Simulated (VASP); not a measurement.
Runs of VASP 6.6.1 on P. The structure is that of space group Imma (No. 74), or close to it. The cells are those of the table. 

| cell | gap on the mesh (eV) | pressure (GPa) | largest force (eV/Å) |
| --- | --- | --- | --- |
| a = 3.608 Å, angles 120.7, 85.2, 124.9°, 2 atoms | none | -5.2 | 0.97 |
| a = 3.578 Å, angles 121.8, 87.4, 121.1°, 2 atoms | none | -5.1 | 0.77 |
| a = 3.542 Å, angles 124.9, 93.1, 112.0°, 2 atoms | none | (a) | 0.09 |
| a = 3.542 Å, angles 126.6, 96.1, 107.3°, 2 atoms | none | -3.1 | 0.54 |

Alike in all rows: task single point; level PBEsol+D3(BJ); potentials or basis VASP PAW PBE potentials, release 64 (P); no spin polarisation; k mesh 20 × 20 × 20; cutoff (eV) 520; smearing gaussian 0.15 eV.

Question: Fill in the values left out.

Answer: (a) -3.6.

Caveats: the PAW data sets were made with another functional, which shifts forces and pressure a little; the stress differs along the axes, from -14 to 4 GPa (at least some runs); the stress differs along the axes, from -19 to 11 GPa (at least some runs); the stress differs along the axes, from -10 to 2 GPa (at least some runs).

A gap of «none» marks levels without a gap at the run's occupations.
